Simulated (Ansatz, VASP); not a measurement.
**Sb: VASP beside Ansatz**

File INCAR:

```
SYSTEM = Sb
  PREC = Accurate
  ENCUT = 520
  EDIFF = 1E-6
  ISMEAR = -1
  SIGMA = 0.08
  LREAL = .False.
  LASPH = .True.
  NELM = 80
  ALGO = Normal
  ISIF = 2
  LWAVE = .False.
  LCHARG = .True.
  GGA = CA
  LELF = .True.
  LVHAR = .True.
  NBANDS = 8
```

Contents of KPOINTS:

```
regular mesh
0
Gamma
  14 14 14
  0 0 0
```

Contents of POSCAR:

```
Sb
1.0
   -1.8026596591      1.8026596591      1.8026596591
    1.8026596591     -1.8026596591      1.8026596591
    1.8026596591      1.8026596591     -1.8026596591
Sb
1
Direct
    0.0000000000      0.0000000000      0.0000000000
```

Input for Ansatz:

```yaml
crystal:
  lattice:
    - [-1.8026596591, 1.8026596591, 1.8026596591]
    - [1.8026596591, -1.8026596591, 1.8026596591]
    - [1.8026596591, 1.8026596591, -1.8026596591]
  atoms:
    - { symbol: Sb, position: [0.0, 0.0, 0.0] }
kpoints:
  mp_grid: { grid: [14, 14, 14] }
scf:
  occupations: { method: fermi_dirac, width: 0.08 }
hamiltonian:
  xc: lda
  pseudopotentials: { kind: all_electron, lapw: { basis_error: 0.001 } }
output:
  forces: true
  stress: true
  eigenvalues: true
  populations: true
```

Change from the starting cell: volume scaled by 0.92, LAPW.

Alike in both runs: task single point; functional LDA; k mesh 14 × 14 × 14; occupations fermi-dirac, width 0.08 eV; no spin polarisation.

|  | VASP | Ansatz |
| --- | --- | --- |
| version | VASP 6.6.1 | Ansatz 0.2.0 |
| potentials or method | VASP PAW LDA potentials, release 64 (Sb), cutoff 520 eV | all-electron LAPW, scalar-relativistic |

|  | VASP | Ansatz | Ansatz less VASP |
| --- | --- | --- | --- |
| pressure (GPa) | 7.6 | 7.3 | -0.26 |

LDA's correlation is that of Perdew and Zunger in VASP and of Perdew and Wang (1992) in Ansatz. Ansatz ran all-electron here, and VASP with PAW potentials.

Spin-orbit coupling is off throughout.
